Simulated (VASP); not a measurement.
# SrO in VASP: notebook

The runs below take SrO through single point, with r2SCAN.

Everything below comes from runs of VASP 6.6.1. Logs are shortened: lines on timing, memory, paths and dates and some standing lists are left out, and cuts for length are marked.

## Step 1: The cell of the first run

Symmetry: F-43m, No. 216, cubic system. Conventional cell: a = 5.658 Å, b = 5.658 Å, c = 5.658 Å, α = 90.00°, β = 90.00°, γ = 90.00°. Sr (site symmetry -43m) has 4 O at 2.45 Å within 3.2 Å. Within 3.2 Å of O (site symmetry -43m) lie 4 Sr at 2.45 Å.

## Step 2: Single point, r2SCAN (volume scaled by 1.040)

Input file POSCAR:

```
SrO
1.0
    0.0000000000      2.8289163420      2.8289163420
    2.8289163420      0.0000000000      2.8289163420
    2.8289163420      2.8289163420      0.0000000000
Sr O
1 1
Direct
    0.0000000000      0.0000000000      0.0000000000
    0.2500000000      0.2500000000      0.2500000000
```

Input file INCAR.step1:

```
SYSTEM = SrO
  PREC = Accurate
  ENCUT = 520
  ISMEAR = 0
  SIGMA = 0.05
  LREAL = .False.
  LASPH = .True.
  NELM = 60
  NBANDS = 15
  GGA = PE
  ALGO = Normal
  EDIFF = 1E-4
  LWAVE = .True.
  LCHARG = .False.
```

Input file INCAR.step2:

```
SYSTEM = SrO
  PREC = Accurate
  ENCUT = 520
  EDIFF = 1E-6
  ISMEAR = 0
  SIGMA = 0.05
  LREAL = .False.
  LASPH = .True.
  NELM = 60
  ALGO = Normal
  ISIF = 2
  LWAVE = .False.
  LCHARG = .False.
  METAGGA = R2SCAN
  LMIXTAU = .True.
  NBANDS = 15
  ISTART = 1
```

Input file KPOINTS:

```
regular mesh
0
Gamma
  8 8 8
  0 0 0
```

Potentials or basis: VASP PAW PBE potentials, release 64 (Sr_sv, O).

The run is started by

```
$ cat potpaw_PBE.64/Sr_sv/POTCAR potpaw_PBE.64/O/POTCAR > POTCAR
$ cp INCAR.step1 INCAR
$ mpirun -np 1 vasp_std > vasp.out
$ cp INCAR.step2 INCAR
$ mpirun -np 1 vasp_std > vasp.out
```

OUTCAR:

```text
SYSTEM = SrO
   PREC = Accurate
   ENCUT = 520
   EDIFF = 1E-6
   ISMEAR = 0
   LREAL = .False.
   LASPH = .True.
   NELM = 60
   ISIF = 2
   METAGGA = R2SCAN
   ISTART = 1

 ion  position               nearest neighbor table
   1  0.000  0.000  0.000-   2 2.45   2 2.45   2 2.45   2 2.45
   2  0.250  0.250  0.250-   1 2.45   1 2.45   1 2.45   1 2.45

  LATTYP: Found a face centered cubic cell.
 ALAT       =     5.6578326840

  Lattice vectors:

 A1 = (   0.0000000000,   2.8289163420,   2.8289163420)
 A2 = (   2.8289163420,   0.0000000000,   2.8289163420)
 A3 = (   2.8289163420,   2.8289163420,   0.0000000000)

Analysis of symmetry for initial positions (statically):
=====================================================================
 Subroutine PRICEL returns:
 Original cell was already a primitive cell.

 Routine SETGRP: Setting up the symmetry group for a
 face centered cubic supercell.

 Subroutine GETGRP returns: Found 24 space group operations
 (whereof 24 operations were pure point group operations)
 out of a pool of 48 trial point group operations.

The static configuration has the point symmetry T_d .

Analysis of symmetry for dynamics (positions and initial velocities):
=====================================================================
 Subroutine PRICEL returns:
 Original cell was already a primitive cell.

 Routine SETGRP: Setting up the symmetry group for a
 face centered cubic supercell.

 Subroutine GETGRP returns: Found 24 space group operations
 (whereof 24 operations were pure point group operations)
 out of a pool of 48 trial point group operations.

The dynamic configuration has the point symmetry T_d .

 Subroutine INISYM returns: Found 24 space group operations
 (whereof 24 operations are pure point group operations),
 and found     1 'primitive' translations

----------------------------------------------------------------------------------------

                                     Primitive cell

  volume of cell :      45.2783

  direct lattice vectors                    reciprocal lattice vectors
     0.000000000  2.828916342  2.828916342    -0.176746125  0.176746125  0.176746125
     2.828916342  0.000000000  2.828916342     0.176746125 -0.176746125  0.176746125
     2.828916342  2.828916342  0.000000000     0.176746125  0.176746125 -0.176746125

  length of vectors
     4.000691858  4.000691858  4.000691858     0.306133268  0.306133268  0.306133268

  position of ions in fractional coordinates (direct lattice)
     0.000000000  0.000000000  0.000000000
     0.250000000  0.250000000  0.250000000

  ion indices of the primitive-cell ions
   primitive index   ion index
                 1           1
                 2           2

----------------------------------------------------------------------------------------

 KPOINTS: regular mesh

Automatic generation of k-mesh.
 Grid dimensions read from file:
 generate k-points for:    8    8    8

 Generating k-lattice:

  Cartesian coordinates                     Fractional coordinates (reciprocal lattice)
    -0.022093266  0.022093266  0.022093266     0.125000000  0.000000000  0.000000000
     0.022093266 -0.022093266  0.022093266     0.000000000  0.125000000  0.000000000
     0.022093266  0.022093266 -0.022093266     0.000000000  0.000000000  0.125000000

  Length of vectors
     0.038266658  0.038266658  0.038266658

  Shift w.r.t. Gamma in fractional coordinates (k-lattice)
     0.000000000  0.000000000  0.000000000

 Subroutine IBZKPT returns following result:
 ===========================================

 Found     29 irreducible k-points:

 Following reciprocal coordinates:
            Coordinates               Weight
  0.000000  0.000000  0.000000      1.000000
  0.125000  0.000000  0.000000      8.000000
  0.250000  0.000000  0.000000      8.000000
  0.375000  0.000000  0.000000      8.000000
  0.500000  0.000000  0.000000      4.000000
  0.125000  0.125000  0.000000      6.000000
[... 16 lines left out ...]
  0.500000  0.250000  0.125000     48.000000
 -0.375000  0.250000  0.125000     24.000000
 [... further k-points ...]
   k-points           NKPTS =     29   k-points in BZ     NKDIM =     29   number of bands    NBANDS=     15
   number of dos      NEDOS =    301   number of ions     NIONS =      2
   total plane-waves  NPLWV =  27000
   dimension x,y,z NGX =    30 NGY =   30 NGZ =   30
   dimension x,y,z NGXF=    60 NGYF=   60 NGZF=   60
   ions per type =               1   1
   NGX,Y,Z   is equivalent  to a cutoff of  12.47, 12.47, 12.47 a.u.
   NGXF,Y,Z  is equivalent  to a cutoff of  24.93, 24.93, 24.93 a.u.
 SYSTEM =  SrO
   PREC   = accura    normal or accurate (medium, high low for compatibility)
   ISTART =      1    job   : 0-new  1-cont  2-samecut
   ICHARG =      0    charge: 1-file 2-atom 10-const
   ISPIN  =      1    spin polarized calculation?
   LNONCOLLINEAR =      F non collinear calculations
   LSORBIT =      F    spin-orbit coupling
   LASPH  =      T    aspherical Exc in radial PAW
   ENCUT  =  520.0 eV  38.22 Ry    6.18 a.u.   7.44  7.44  7.44*2*pi/ulx,y,z
   NELM   =     60;   NELMIN=  2; NELMDL=  0     # of ELM steps
   EDIFF  = 0.1E-05   stopping-criterion for ELM
   LREAL  =      F    real-space projection
   EDIFFG = 0.1E-04   stopping-criterion for IOM
   NSW    =      0    number of steps for IOM
   IBRION =     -1    ionic relax: 0-MD 1-quasi-New 2-CG
   NFREE  =      0    steps in history (QN), initial steepest desc. (CG)
   ISIF   =      2    stress and relaxation
   ISYM   =      2    0-nonsym 1-usesym 2-fastsym
   POTIM  = 0.5000    time-step for ionic-motion
   TEBEG  =    0.0;   TEEND  =   0.0 temperature during run
   PSTRESS=    0.0 pullay stress
   NELECT =      16.0000    total number of electrons
   NUPDOWN=      -1.0000    fix difference up-down
   EMIN   =  10.00;   EMAX   =-10.00  energy-range for DOS
   EFERMI =   0.00;   METHOD = LEGACY
   ISMEAR =     0;   SIGMA  =   0.05  broadening in eV -4-tet -1-fermi 0-gaus
   EFERMI_NEDOS =   21; number of points for ismear=-14 and -15
   IALGO  =     38    algorithm
   IMIX   =      4    mixing-type and parameters
     AMIX     =   0.40;   BMIX     =  1.00
     AMIX_MAG =   1.60;   BMIX_MAG =  1.00
  volume/ion in A,a.u.               =      22.64       152.78
  Fermi-wavevector in a.u.,A,eV,Ry     =   1.157403  2.187175 18.226126  1.339582
  Thomas-Fermi vector in A             =   2.294015
   LORBIT       =      0    0 simple, 1 ext, 2 COOP (PROOUT), +10 PAW based schemes
   METAGGA = R2SCAN    functional components
   LHFCALC =     F    Hartree Fock is set to
   AEXX    =    0.0000 exact exchange contribution
   IVDW    =     0    specifies the selected vdW correction
   LEPSILON=     F    determine dielectric tensor
   LRPA    =     F    only Hartree local field effects (RPA)
 non-spin polarized calculation
 Gauss-broadening in eV      SIGMA  =   0.05
  energy-cutoff  :      520.00
  volume of cell :       45.28
 maximum number of plane-waves:      1243
 NGX is ok and might be reduce to    30
   NGX = 15   NGY = 15   NGZ = 15

 number of electron      16.0000007 magnetization

 Free energy of the ion-electron system (eV)
  ---------------------------------------------------
  ext. energy  EPLUGINS =         0.00000000
  ---------------------------------------------------
  free energy    TOTEN  =       -26.62410365 eV

  energy without entropy =      -26.62410365  energy(sigma->0) =      -26.62410365

 E-fermi :   0.1336     XC(G=0):  -8.9534

 val. band max:       -0.1762347671   @ k =  -0.2500   0.5000   0.2500
 cond. band min:       2.6222492565   @ k =   0.0000   0.0000   0.0000
 fundamental gap:      2.7984840237
 Fermi energy:         0.1336031064

 k-point     1 :       0.0000    0.0000    0.0000
  band No.  band energies     occupation
      1     -33.6127      2.00000
      2     -15.8514      2.00000
      3     -14.8893      2.00000
      4     -14.8893      2.00000
      5     -14.8893      2.00000
      6      -0.9420      2.00000
      7      -0.9420      2.00000
      8      -0.9420      2.00000
      9       2.6222      0.00000
     10       8.3514      0.00000
     11       8.3514      0.00000
     12       9.5884      0.00000
     13       9.5884      0.00000
     14       9.5884      0.00000
     15      14.9577      0.00000

 k-point     2 :       0.1250    0.0000    0.0000
  band No.  band energies     occupation
      1     -33.6052      2.00000
      2     -16.1135      2.00000
      3     -14.9006      2.00000
      4     -14.9006      2.00000
      5     -14.6564      2.00000
      6      -1.0361      2.00000
      7      -0.8940      2.00000
      8      -0.8940      2.00000
      9       3.1148      0.00000
     10       8.0286      0.00000
     11       8.0286      0.00000
     12       9.2247      0.00000
     13       9.9684      0.00000
     14       9.9684      0.00000
     15      13.7586      0.00000

 k-point     3 :       0.2500    0.0000    0.0000
  band No.  band energies     occupation
      1     -33.5869      2.00000
      2     -16.5312      2.00000
      3     -14.9277      2.00000
      4     -14.9277      2.00000
      5     -14.3153      2.00000
      6      -1.0900      2.00000
      7      -0.7856      2.00000
      8      -0.7856      2.00000
      9       4.1551      0.00000
     10       7.7295      0.00000
     11       7.7295      0.00000
     12       8.5013      0.00000
     13      10.3320      0.00000
     14      10.3320      0.00000
     15      12.3734      0.00000

 k-point     4 :       0.3750    0.0000    0.0000
  band No.  band energies     occupation
      1     -33.5685      2.00000
      2     -16.8390      2.00000
      3     -14.9544      2.00000
      4     -14.9544      2.00000
      5     -14.0920      2.00000
      6      -0.9689      2.00000
      7      -0.6887      2.00000
      8      -0.6887      2.00000
      9       5.0271      0.00000
     10       7.7099      0.00000
     11       7.7573      0.00000
     12       7.7573      0.00000
     13      10.2805      0.00000
     14      10.2805      0.00000
     15      12.0909      0.00000
[... 307 lines left out ...]
 k-point    22 :       0.3750    0.2500    0.1250
  band No.  band energies     occupation
      1     -33.5732      2.00000
      2     -16.7374      2.00000
      3     -15.0418      2.00000
      4     -14.9654      2.00000
      5     -14.0527      2.00000
      6      -1.2170      2.00000
      7      -0.6409      2.00000
      8      -0.6073      2.00000
      9       4.8071      0.00000
     10       6.3099      0.00000
     11       8.3704      0.00000
     12       9.0884      0.00000
     13      10.3459      0.00000
     14      10.5188      0.00000
     15      12.8497      0.00000

 k-point    23 :       0.5000    0.2500    0.1250
  band No.  band energies     occupation
      1     -33.5584      2.00000
      2     -16.9348      2.00000
      3     -15.1202      2.00000
      4     -14.9959      2.00000
      5     -13.8554      2.00000
      6      -1.0284      2.00000
      7      -0.6507      2.00000
      8      -0.4842      2.00000
      9       5.0620      0.00000
     10       6.3434      0.00000
     11       8.1841      0.00000
     12       8.9895      0.00000
     13      10.3921      0.00000
     14      10.9282      0.00000
     15      12.5420      0.00000

 k-point    24 :      -0.3750    0.2500    0.1250
  band No.  band energies     occupation
      1     -33.5522      2.00000
      2     -17.0085      2.00000
      3     -15.1507      2.00000
      4     -15.0110      2.00000
      5     -13.7823      2.00000
      6      -0.8253      2.00000
      7      -0.7540      2.00000
      8      -0.4305      2.00000
      9       5.0074      0.00000
     10       6.4281      0.00000
     11       8.0735      0.00000
     12       9.1378      0.00000
     13      10.3134      0.00000
     14      11.1121      0.00000
     15      12.5729      0.00000

 [... further k-points ...]

------------------------ aborting loop because EDIFF is reached ----------------------------------------

  FORCE on cell =-STRESS in cart. coord.  units (eV):
  Direction    XX          YY          ZZ          XY          YZ          ZX
  --------------------------------------------------------------------------------------
  -------------------------------------------------------------------------------------
  Total       -0.5606163     -0.5606163     -0.5606163      0.0000000     -0.0000000      0.0000000
  in kB      -19.8374570    -19.8374570    -19.8374570      0.0000000     -0.0000000      0.0000000
  external PRESSURE =     -19.8374570 kB  Pullay stress =       0.0000000 kB

 VOLUME and BASIS-vectors are now :
 -----------------------------------------------------------------------------
  energy-cutoff  :      520.00
  volume of cell :       45.28
      direct lattice vectors                 reciprocal lattice vectors
     0.000000000  2.828916342  2.828916342    -0.176746125  0.176746125  0.176746125
     2.828916342  0.000000000  2.828916342     0.176746125 -0.176746125  0.176746125
     2.828916342  2.828916342  0.000000000     0.176746125  0.176746125 -0.176746125

 POSITION                                       TOTAL-FORCE (eV/Angst)
 -----------------------------------------------------------------------------------
      0.00000      0.00000      0.00000         0.000000      0.000000      0.000000
      1.41446      1.41446      1.41446        -0.000000     -0.000000     -0.000000
 -----------------------------------------------------------------------------------
    total drift:                                0.000000      0.000000      0.000000

  FREE ENERGIE OF THE ION-ELECTRON SYSTEM (eV)
  ---------------------------------------------------
  free  energy   TOTEN  =       -26.6241036505 eV

  energy  without entropy=      -26.6241036505  energy(sigma->0) =      -26.62410365
```

Run time: 42 s. Hardware: 1 thread of Intel Xeon 6975P-C (Granite Rapids), shared host; peak memory 0.18 GiB.

Results:

```yaml
Free_energy: -26.6241 eV
Pressure: -2.0 GPa
Band_gap_on_the_k_mesh: 2.80 eV, indirect (least direct gap 3.56 eV)
```

Caveat: the PAW data sets were made with another functional, which shifts forces and pressure a little. A k mesh can miss the band edges.

(Part 1 of 2 ends here.)
